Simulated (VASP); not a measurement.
A run of VASP 6.6.1:

File INCAR:

```
PREC     = Accurate       # precision mode
ENCUT    = 520            # plane-wave cutoff, eV
EDIFF    = 1E-6           # SCF threshold, eV
ISMEAR   = 0              # smearing method
SIGMA    = 0.15           # smearing width, eV
LREAL    = F              # projectors in reciprocal space
LASPH    = T              # aspherical terms in the spheres
NELM     = 100            # most SCF steps
ALGO     = Normal         # electronic algorithm
ISIF     = 2              # what is computed and relaxed
LWAVE    = F              # write WAVECAR
LCHARG   = F              # write CHGCAR
GGA      = PE             # functional
IVDW     = 12             # dispersion correction
NBANDS   = 16             # bands
```

KPOINTS

```
regular mesh
0
Gamma
  24 24 8
```

File POSCAR:

```
C
1.0
    2.3663804789      0.0000000000      0.0000000000
   -1.1831902394      2.0493456097      0.0000000000
    0.0000000000      0.0000000000      7.2775072412
C
4
Direct
    0.0000000000      0.0000000000      0.0025000000
    0.0000000000      0.0000000000      0.5025000000
    0.3333333333      0.6666666667      0.0025000000
    0.6666666667      0.3333333333      0.5025000000
```

Potentials or basis: VASP PAW PBE potentials, release 64 (C).

The run is started by

```bash
$ cat potpaw_PBE.64/C/POTCAR > POTCAR
$ mpirun -np 1 vasp_std > vasp.out
```

Hardware: 1 thread of Intel(R) Xeon(R) 6975P-C (Granite Rapids), on a shared host.

Problem. How long does it take, and how much memory?

Solution. It took 59 s on 1 thread of Intel(R) Xeon(R) 6975P-C (Granite Rapids), with other jobs on the host, peak memory 0.25 GiB. Counts: scf iterations 13, k points 305.
